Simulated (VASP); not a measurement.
# Pb in VASP: further runs

Pb is run at these levels: PBE; tasks: single point.

Program: VASP 6.6.1. These are calculated values, not measurements. Logs are shortened: lines on timing, memory, paths and dates and some standing lists are left out, and cuts for length are marked.

### Step 1. The cell of the first run

The structure is tetragonal, space group I4/mmm (No. 139). The conventional cell has a = 3.930 Å, b = 3.930 Å, c = 4.286 Å, α = 90.00°, β = 90.00°, γ = 90.00°. Within 4.6 Å of Pb (site symmetry 4/mmm) lie 14 Pb at 3.51 to 4.29 Å.

### Step 2. Single point, PBE (strained)

Contents of INCAR:

```
ALGO = Normal
EDIFF = 1E-6
ENCUT = 520
GGA = PE
ISIF = 2
ISMEAR = 0
LASPH = True
LCHARG = True
LELF = True
LREAL = False
LVHAR = True
LWAVE = False
NBANDS = 13
NELM = 100
PREC = Accurate
SIGMA = 0.1
```

Contents of KPOINTS:

```
k-points
0
Gamma
  14 14 14
```

Contents of POSCAR:

```
Pb
1.0
   -1.9650298825      2.1431992435      1.9650298825
    1.9650298825     -2.1431992435      1.9650298825
    1.9650298825      2.1431992435     -1.9650298825
Pb
1
Direct
    0.0000000000      0.0000000000      0.0000000000
```

Potentials or basis: VASP PAW PBE potentials, release 64 (Pb_d).

Run with:

```
cat potpaw_PBE.64/Pb_d/POTCAR > POTCAR
mpirun -np 1 vasp_std > vasp.out
```

OUTCAR:

```text
EDIFF = 1E-6
   ENCUT = 520
   GGA = PE
   ISIF = 2
   ISMEAR = 0
   LASPH = True
   LREAL = False
   NELM = 100
   PREC = Accurate

 ion  position               nearest neighbor table
   1  0.000  0.000  0.000-

  LATTYP: Found a body centered tetragonal cell.
 ALAT       =     3.9300597650
 C/A-ratio  =     1.0906700517

  Lattice vectors:

 A1 = (  -1.9650298825,  -2.1431992435,   1.9650298825)
 A2 = (   1.9650298825,  -2.1431992435,  -1.9650298825)
 A3 = (   1.9650298825,   2.1431992435,   1.9650298825)

Analysis of symmetry for initial positions (statically):
=====================================================================
 Subroutine PRICEL returns:
 Original cell was already a primitive cell.

 Routine SETGRP: Setting up the symmetry group for a
 body centered tetragonal supercell.

 Subroutine GETGRP returns: Found 16 space group operations
 (whereof 16 operations were pure point group operations)
 out of a pool of 16 trial point group operations.

The static configuration has the point symmetry D_4h.

Analysis of symmetry for dynamics (positions and initial velocities):
=====================================================================
 Subroutine PRICEL returns:
 Original cell was already a primitive cell.

 Routine SETGRP: Setting up the symmetry group for a
 body centered tetragonal supercell.

 Subroutine GETGRP returns: Found 16 space group operations
 (whereof 16 operations were pure point group operations)
 out of a pool of 16 trial point group operations.

The dynamic configuration has the point symmetry D_4h.

 Subroutine INISYM returns: Found 16 space group operations
 (whereof 16 operations are pure point group operations),
 and found     1 'primitive' translations

----------------------------------------------------------------------------------------

                                     Primitive cell

  volume of cell :      33.1025

  direct lattice vectors                    reciprocal lattice vectors
    -1.965029883  2.143199243  1.965029883     0.000000000  0.233296088  0.254449057
     1.965029883 -2.143199243  1.965029883     0.254449057  0.000000000  0.254449057
     1.965029883  2.143199243 -1.965029883     0.254449057  0.233296088  0.000000000

  length of vectors
     3.509414178  3.509414178  3.509414178     0.345212090  0.359845307  0.345212090

  position of ions in fractional coordinates (direct lattice)
     0.000000000  0.000000000  0.000000000

  ion indices of the primitive-cell ions
   primitive index   ion index
                 1           1

----------------------------------------------------------------------------------------

 KPOINTS: k-points

Automatic generation of k-mesh.
 Grid dimensions read from file:
 generate k-points for:   14   14   14

 Generating k-lattice:

  Cartesian coordinates                     Fractional coordinates (reciprocal lattice)
     0.000000000  0.016664006  0.018174933     0.071428571 -0.000000000  0.000000000
     0.018174933  0.000000000  0.018174933     0.000000000  0.071428571  0.000000000
     0.018174933  0.016664006  0.000000000     0.000000000 -0.000000000  0.071428571

  Length of vectors
     0.024658006  0.025703236  0.024658006

  Shift w.r.t. Gamma in fractional coordinates (k-lattice)
     0.000000000  0.000000000  0.000000000

 Subroutine IBZKPT returns following result:
 ===========================================

 Found    244 irreducible k-points:

 Following reciprocal coordinates:
            Coordinates               Weight
  0.000000  0.000000  0.000000      1.000000
  0.071429  0.000000  0.000000      8.000000
  0.142857  0.000000  0.000000      8.000000
  0.214286  0.000000  0.000000      8.000000
  0.285714  0.000000 -0.000000      8.000000
  0.357143  0.000000 -0.000000      8.000000
[... 16 lines left out ...]
  0.071429  0.142857  0.000000     16.000000
  0.142857  0.142857  0.000000     16.000000
 [... further k-points ...]
   k-points           NKPTS =    244   k-points in BZ     NKDIM =    244   number of bands    NBANDS=     13
   number of dos      NEDOS =    301   number of ions     NIONS =      1
   total plane-waves  NPLWV =  21952
   dimension x,y,z NGX =    28 NGY =   28 NGZ =   28
   dimension x,y,z NGXF=    56 NGYF=   56 NGZF=   56
   ions per type =               1
   NGX,Y,Z   is equivalent  to a cutoff of  13.26, 13.26, 13.26 a.u.
   NGXF,Y,Z  is equivalent  to a cutoff of  26.53, 26.53, 26.53 a.u.
 SYSTEM =  unknown system
   PREC   = accura    normal or accurate (medium, high low for compatibility)
   ISTART =      0    job   : 0-new  1-cont  2-samecut
   ICHARG =      2    charge: 1-file 2-atom 10-const
   ISPIN  =      1    spin polarized calculation?
   LNONCOLLINEAR =      F non collinear calculations
   LSORBIT =      F    spin-orbit coupling
   LASPH  =      T    aspherical Exc in radial PAW
   ENCUT  =  520.0 eV  38.22 Ry    6.18 a.u.   6.53  6.53  6.53*2*pi/ulx,y,z
   NELM   =    100;   NELMIN=  2; NELMDL= -5     # of ELM steps
   EDIFF  = 0.1E-05   stopping-criterion for ELM
   LREAL  =      F    real-space projection
   EDIFFG = 0.1E-04   stopping-criterion for IOM
   NSW    =      0    number of steps for IOM
   IBRION =     -1    ionic relax: 0-MD 1-quasi-New 2-CG
   NFREE  =      0    steps in history (QN), initial steepest desc. (CG)
   ISIF   =      2    stress and relaxation
   ISYM   =      2    0-nonsym 1-usesym 2-fastsym
   POTIM  = 0.5000    time-step for ionic-motion
   TEBEG  =    0.0;   TEEND  =   0.0 temperature during run
   PSTRESS=    0.0 pullay stress
   NELECT =      14.0000    total number of electrons
   NUPDOWN=      -1.0000    fix difference up-down
   EMIN   =  10.00;   EMAX   =-10.00  energy-range for DOS
   EFERMI =   0.00;   METHOD = LEGACY
   ISMEAR =     0;   SIGMA  =   0.10  broadening in eV -4-tet -1-fermi 0-gaus
   EFERMI_NEDOS =   21; number of points for ismear=-14 and -15
   IALGO  =     38    algorithm
   IMIX   =      4    mixing-type and parameters
     AMIX     =   0.40;   BMIX     =  1.00
     AMIX_MAG =   1.60;   BMIX_MAG =  1.00
  volume/ion in A,a.u.               =      33.10       223.39
  Fermi-wavevector in a.u.,A,eV,Ry     =   1.228845  2.322181 20.545625  1.510061
  Thomas-Fermi vector in A             =   2.363755
   LORBIT       =      0    0 simple, 1 ext, 2 COOP (PROOUT), +10 PAW based schemes
   GGA     = PE    functional components
   LHFCALC =     F    Hartree Fock is set to
   AEXX    =    0.0000 exact exchange contribution
   IVDW    =     0    specifies the selected vdW correction
   LEPSILON=     F    determine dielectric tensor
   LRPA    =     F    only Hartree local field effects (RPA)
 non-spin polarized calculation
 Gauss-broadening in eV      SIGMA  =   0.10
  energy-cutoff  :      520.00
  volume of cell :       33.10
 maximum number of plane-waves:       908
 NGX is ok and might be reduce to    28
   NGX = 13   NGY = 13   NGZ = 13

 number of electron      14.0000004 magnetization

 Free energy of the ion-electron system (eV)
  ---------------------------------------------------
  ext. energy  EPLUGINS =         0.00000000
  ---------------------------------------------------
  free energy    TOTEN  =        -3.52518880 eV

  energy without entropy =       -3.52182034  energy(sigma->0) =       -3.52350457

 E-fermi :   6.3377     XC(G=0):  -9.7737

 val. band max:        6.3175170408   @ k =   0.3571  -0.2143   0.0714
 cond. band min:       6.3455859720   @ k =   0.5000  -0.2857   0.0714
 fundamental gap:      0.0280689312
 Fermi energy:         6.3376620539

 k-point     1 :       0.0000    0.0000    0.0000
  band No.  band energies     occupation
      1     -10.7342      2.00000
      2     -10.7342      2.00000
      3     -10.7001      2.00000
      4     -10.5703      2.00000
      5     -10.5249      2.00000
      6      -4.8570      2.00000
      7      13.0245      0.00000
      8      13.2831      0.00000
      9      13.2831      0.00000
     10      16.7345      0.00000
     11      16.8210      0.00000
     12      17.8104      0.00000
     13      17.8104      0.00000

 k-point     2 :       0.0714    0.0000    0.0000
  band No.  band energies     occupation
      1     -10.7297      2.00000
      2     -10.7295      2.00000
      3     -10.6939      2.00000
      4     -10.5720      2.00000
      5     -10.5273      2.00000
      6      -4.7649      2.00000
      7      12.0862      0.00000
      8      13.0083      0.00000
      9      13.0849      0.00000
     10      16.2871      0.00000
     11      17.3813      0.00000
     12      17.4523      0.00000
     13      17.5378      0.00000

 k-point     3 :       0.1429    0.0000    0.0000
  band No.  band energies     occupation
      1     -10.7304      2.00000
      2     -10.7177      2.00000
      3     -10.6632      2.00000
      4     -10.5767      2.00000
      5     -10.5332      2.00000
      6      -4.4894      2.00000
      7      10.1333      0.00000
      8      12.3573      0.00000
      9      12.8642      0.00000
     10      15.5981      0.00000
     11      16.8601      0.00000
     12      17.0137      0.00000
     13      18.3415      0.00000
[... 305 lines left out ...]
 k-point    23 :       0.0714    0.1429    0.0000
  band No.  band energies     occupation
      1     -10.7503      2.00000
      2     -10.6971      2.00000
      3     -10.6374      2.00000
      4     -10.5649      2.00000
      5     -10.5380      2.00000
      6      -4.1668      2.00000
      7       9.2477      0.00000
      8      11.2636      0.00000
      9      11.9300      0.00000
     10      15.1120      0.00000
     11      15.9144      0.00000
     12      17.6302      0.00000
     13      19.3816      0.00000

 k-point    24 :       0.1429    0.1429    0.0000
  band No.  band energies     occupation
      1     -10.7465      2.00000
      2     -10.6996      2.00000
      3     -10.5915      2.00000
      4     -10.5724      2.00000
      5     -10.5369      2.00000
      6      -3.7020      2.00000
      7       7.6671      0.00000
      8      10.2455      0.00000
      9      11.4554      0.00000
     10      15.0888      0.00000
     11      16.3699      0.00000
     12      17.6178      0.00000
     13      19.1350      0.00000

 [... further k-points ...]

------------------------ aborting loop because EDIFF is reached ----------------------------------------

  FORCE on cell =-STRESS in cart. coord.  units (eV):
  Direction    XX          YY          ZZ          XY          YZ          ZX
  --------------------------------------------------------------------------------------
  -------------------------------------------------------------------------------------
  Total       -0.3711184     -0.0372805     -0.3711184     -0.0000000      0.0000000      0.0000000
  in kB      -17.9623105     -1.8043955    -17.9623105     -0.0000000      0.0000000      0.0000000
  external PRESSURE =     -12.5763388 kB  Pullay stress =       0.0000000 kB

 VOLUME and BASIS-vectors are now :
 -----------------------------------------------------------------------------
  energy-cutoff  :      520.00
  volume of cell :       33.10
      direct lattice vectors                 reciprocal lattice vectors
    -1.965029883  2.143199243  1.965029883     0.000000000  0.233296088  0.254449057
     1.965029883 -2.143199243  1.965029883     0.254449057  0.000000000  0.254449057
     1.965029883  2.143199243 -1.965029883     0.254449057  0.233296088  0.000000000

 POSITION                                       TOTAL-FORCE (eV/Angst)
 -----------------------------------------------------------------------------------
      0.00000      0.00000      0.00000         0.000000      0.000000     -0.000000
 -----------------------------------------------------------------------------------
    total drift:                                0.000000     -0.000000      0.000000

  FREE ENERGIE OF THE ION-ELECTRON SYSTEM (eV)
  ---------------------------------------------------
  free  energy   TOTEN  =        -3.5251888006 eV

  energy  without entropy=       -3.5218203392  energy(sigma->0) =       -3.52350457
```

Run time: 44 s. Hardware: 1 thread of AMD EPYC 9R45 (Zen 5), shared host; peak memory 0.2 GiB.

What came out:

```
Free energy            : -3.5252 eV
Pressure               : -1.3 GPa
Band gap on the k mesh : zero (bands 7 and 8 overlap by 8.36 eV)
```

Caveat: the cell differs from its parent crystal (strained); spin-orbit coupling is left out, which moves the levels of the heavy elements.

### Step 3. Single point, PBE (the cell strained at random)

Contents of INCAR:

```
SYSTEM = Pb
ALGO = Fast
EDIFF = 1E-6
ENCUT = 520
GGA = PE
ISIF = 2
ISMEAR = 0
LASPH = .True.
LCHARG = .False.
LREAL = .False.
LWAVE = .False.
NBANDS = 13
NELM = 100
PREC = Accurate
SIGMA = 0.1
```

Contents of KPOINTS:

```
k-points
0
Gamma
  14 14 14
  0 0 0
```

Contents of POSCAR:

```
Pb
1.0
   -1.9347608877      1.9907456603      2.0206583163
    1.9495291481     -1.9953384705      2.0400193869
    1.8821019433      1.9426795260     -2.0252511265
Pb
1
Direct
    0.0000000000      0.0000000000      0.0000000000
```

Potentials or basis: VASP PAW PBE potentials, release 64 (Pb_d).

Run with:

```
cat potpaw_PBE.64/Pb_d/POTCAR > POTCAR
mpirun -np 1 vasp_std > vasp.out
```

Wall time 5.5 min (1 thread of AMD EPYC 9R45 (Zen 5), shared host); peak memory 0.54 GiB.

The run converged. Its results:

- Free energy: -3.5155 eV
- Pressure: 1.8 GPa
- Band gap on the k mesh: zero (bands 7 and 8 overlap by 9.31 eV)

Stress tensor (GPa, compression positive):
```
 1.02  0.31 -0.09
 0.31  2.13  0.04
-0.09  0.04  2.34
```

Levels at points of the mesh, in eV from the Fermi level:
| k point | band 4 | band 5 | band 6 | band 7 | band 8 | band 9 | band 10 | band 11 |
| --- | --- | --- | --- | --- | --- | --- | --- | --- |
| (0.00, 0.00, 0.00) | -16.88 | -16.84 | -11.67 | 7.38 | 7.47 | 7.83 | 10.82 | 11.14 |
| (0.50, 0.00, 0.00) | -16.87 | -16.72 | -7.97 | -4.04 | 3.75 | 5.67 | 7.88 | 9.47 |
| (0.00, 0.50, 0.00) | -16.85 | -16.72 | -7.90 | -4.00 | 3.52 | 5.25 | 7.59 | 9.06 |
| (0.50, 0.50, 0.00) | -16.84 | -16.73 | -7.88 | -3.96 | 3.34 | 4.78 | 7.32 | 8.64 |
| (0.00, 0.00, 0.50) | -16.86 | -16.70 | -7.52 | -3.84 | 2.95 | 4.61 | 6.98 | 8.42 |
| (0.50, 0.00, 0.50) | -16.86 | -16.71 | -7.80 | -3.97 | 3.41 | 5.21 | 7.49 | 9.02 |
| (0.00, 0.50, 0.50) | -16.87 | -16.72 | -8.00 | -4.05 | 3.82 | 5.65 | 7.96 | 9.43 |
| (0.50, 0.50, 0.50) | -16.76 | -16.73 | -5.20 | -0.83 | -0.32 | 0.21 | 4.40 | 4.88 |

Caveat: the cell differs from its parent crystal (the cell strained at random); spin-orbit coupling is left out, which moves the levels of the heavy elements.

The gap in the log of VASP goes by the Fermi energy; the results here count the filled bands.